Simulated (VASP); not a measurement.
A run of VASP 6.6.1 is set up as follows.

INCAR

```
SYSTEM = WC
ALGO = Normal
EDIFF = 1E-7
EDIFFG = -0.005
ENCUT = 600
GGA = PE
IBRION = 2
ISIF = 3
ISMEAR = -1
LASPH = .True.
LCHARG = .False.
LREAL = .False.
LWAVE = .False.
NELM = 80
NSW = 60
PREC = Accurate
PSTRESS = 2800.0
SIGMA = 0.08
```

Contents of KPOINTS:

```
k-points
0
Gamma
  15 15 15
  0 0 0
```

Contents of POSCAR:

```
WC
1.0
    0.0000000000      2.0034186302      2.0034186302
    2.0034186302      0.0000000000      2.0034186302
    2.0034186302      2.0034186302      0.0000000000
W C
1 1
Direct
    0.0000000000      0.0000000000      0.0000000000
    0.2500000000      0.2500000000      0.2500000000
```

Potentials or basis: VASP PAW PBE potentials, release 64 (W_sv, C).

Run with:

```bash
$ cat potpaw_PBE.64/W_sv/POTCAR potpaw_PBE.64/C/POTCAR > POTCAR
$ mpirun -np 1 vasp_std > vasp.out
```

(1) Estimate the band gap on the k mesh.

(2) What does it give for the space group after relaxing (to 0.05 Å)?

(3) Estimate the relaxed volume.

(4) Estimate the relaxed cell.

## Answers

(1) zero (band 9 reaches 16.86 eV, above the bottom of band 10 at 14.68 eV).

(2) F-43m (No. 216).

(3) 8.37 Å³/atom.

(4) a = 2.872 Å, b = 2.872 Å, c = 2.872 Å, α = 60.00°, β = 60.00°, γ = 60.00°.

Caveat: the cell is relaxed towards a set pressure, so the enthalpy falls and the energy may rise; spin-orbit coupling is left out, which moves the levels of the heavy elements.
